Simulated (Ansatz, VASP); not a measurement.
## One calculation of CsCaBr3, two programs

The input INCAR:

```
ALGO     = Normal         # electronic algorithm
EDIFF    = 1E-6           # SCF threshold, eV
ENCUT    = 520            # plane-wave cutoff, eV
GGA      = CA             # functional
ISIF     = 2              # what is computed and relaxed
ISMEAR   = 0              # smearing method
LASPH    = True           # aspherical terms in the spheres
LCHARG   = False          # write CHGCAR
LREAL    = False          # projectors in reciprocal space
LWAVE    = False          # write WAVECAR
NBANDS   = 28             # bands
NELM     = 100            # most SCF steps
PREC     = Accurate       # precision mode
SIGMA    = 0.05           # smearing width, eV
```

The input KPOINTS:

```
k-points
0
Gamma
  6 6 6
```

File POSCAR:

```
CsCaBr3
1.0
    5.3720601288      0.0000000000      0.0000000000
    0.0000000000      5.3720601288      0.0000000000
    0.0000000000      0.0000000000      6.4464721545
Cs Ca Br
1 1 3
Direct
    0.0000000000      0.0000000000      0.0000000000
    0.5000000000      0.5000000000      0.5000000000
    0.5000000000      0.0000000000      0.5000000000
    0.0000000000      0.5000000000      0.5000000000
    0.5000000000      0.5000000000      0.0000000000
```

Input for Ansatz:

```yaml
crystal:
  lattice:
    - [5.3720601288, 0.0, 0.0]
    - [0.0, 5.3720601288, 0.0]
    - [0.0, 0.0, 6.4464721545]
  atoms:
    - { symbol: Cs, position: [0.0, 0.0, 0.0] }
    - { symbol: Ca, position: [0.5, 0.5, 0.5] }
    - { symbol: Br, position: [0.5, 0.0, 0.5] }
    - { symbol: Br, position: [0.0, 0.5, 0.5] }
    - { symbol: Br, position: [0.5, 0.5, 0.0] }
basis:
  ecutwfc: 420
kpoints:
  mp_grid: { grid: [6, 6, 6] }
hamiltonian:
  xc: lda
scf:
  occupations: { method: gaussian, width: 0.05 }
output:
  forces: true
  stress: true
  eigenvalues: true
```

Alike in both runs: task single point; functional LDA; k mesh 6 × 6 × 6; occupations gaussian, width 0.05 eV; no spin polarisation.

|  | VASP | Ansatz |
| --- | --- | --- |
| version | VASP 6.6.1 | Ansatz 0.2.0 |
| potentials or method | VASP PAW LDA potentials, release 64 (Cs_sv, Ca_sv, Br), cutoff 520 eV | scalar-relativistic, plane waves, PAW |
| valence electrons in the cell | 40 | 40 |

VASP gave:

```
gap on the k mesh at the Fermi level (eV)                     : 3.71
least direct gap on the mesh (eV)                             : 4.13
pressure (GPa)                                                : -0.7
traceless stress, the component that is largest in VASP (GPa) : -3.38
```

Which values does Ansatz return?

gap on the k mesh at the Fermi level (eV): 3.70; least direct gap on the mesh (eV): 4.12; pressure (GPa): -0.8; traceless stress, the component that is largest in VASP (GPa): -3.30.

LDA's correlation is that of Perdew and Zunger in VASP and of Perdew and Wang (1992) in Ansatz.

Spin-orbit coupling is off throughout.
